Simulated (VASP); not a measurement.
Write the native input for VASP 6.6.1 that does the following.

```
Task                   : relaxation of cell and atoms
Functional             : PBE
Potentials or basis    : VASP PAW PBE potentials, release 64 (Sr_sv)
Cutoff                 : 600 eV
k mesh                 : 13 × 13 × 13
Occupations            : fermi-dirac, width 0.05 eV
Spin                   : no spin polarisation
Target pressure        : 8.2 GPa
Dipole correction      : no
Further INCAR settings : ALGO = Normal; EDIFF = 1e-07; IBRION = 2; EDIFFG = -0.005; NSW = 60; ISIF = 3
```

The structure of Sr lies in POSCAR:

```
Sr
1.0
   -2.1092801689      2.1092801689      2.1092801689
    2.1092801689     -2.1092801689      2.1092801689
    2.1092801689      2.1092801689     -2.1092801689
Sr
1
Direct
    0.0000000000      0.0000000000      0.0000000000
```

This isn't the form of Sr at room conditions, which is fcc.

These files were run (other wordings do the same):

INCAR

```
PREC = Accurate ; ENCUT = 600
EDIFF = 1E-7 ; ISMEAR = -1
SIGMA = 0.05 ; LREAL = False
LASPH = True ; NELM = 60
ALGO = Normal ; ISIF = 3
LWAVE = False ; LCHARG = False
GGA = PE ; IBRION = 2
NSW = 60 ; EDIFFG = -0.005
PSTRESS = 82.0
```

KPOINTS

```
regular mesh
0
Gamma
  13 13 13
```

Potentials or basis: VASP PAW PBE potentials, release 64 (Sr_sv).

Run with:

```sh
$ cat potpaw_PBE.64/Sr_sv/POTCAR > POTCAR
$ mpirun -np 1 vasp_std > vasp.out
```

Results of the run:

```json
{
 "Relaxed volume": "37.03 Å³/atom",
 "Relaxed cell": "a = 3.637 Å, b = 3.637 Å, c = 3.637 Å, α = 109.47°, β = 109.47°, γ = 109.47°",
 "Space group after relaxing (to 0.1 Å)": "Im-3m (No. 229)",
 "Energy change on relaxing (the run minimises the enthalpy)": "+25.3 meV/atom",
 "Ionic steps": "3",
 "Pressure after relaxing": "8.2 GPa",
 "Band gap on the k mesh": "zero (bands 5 and 6 overlap by 1.27 eV)"
}
```

Caveat: the cell is relaxed towards a set pressure, so the run minimises the enthalpy, not the energy.

It took 37 s on 1 thread of Intel(R) Xeon(R) 6975P-C (Granite Rapids), on a shared host, peak memory 0.2 GiB.
